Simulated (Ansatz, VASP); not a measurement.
Sn: VASP beside Ansatz

```
Sn
1.0
    -1.83012    1.83012    1.83012
     1.83012   -1.83012    1.83012
     1.83012    1.83012   -1.83012
Sn
1
Direct
  0.00000 0.00000 0.00000
```

Alike in both runs: task single point; functional PBEsol; k mesh 16 × 16 × 16; occupations gaussian, width 0.1 eV; no spin polarisation.

```csv
,VASP,Ansatz
version,VASP 6.6.1,Ansatz 0.2.0
potentials or method,"VASP PAW PBE potentials, release 64 (Sn_d), cutoff 520 eV","scalar-relativistic, plane waves, PAW"
valence electrons in the cell,14,14
```

```csv
,VASP,Ansatz,Ansatz less VASP
gap on the k mesh at the Fermi level (eV),none,none,-
pressure (GPa),4.2,4.3,+0.04
```

VASP's potentials were made for PBE, not for PBEsol. A gap of «none» marks a metal or a gap that the smearing closes.
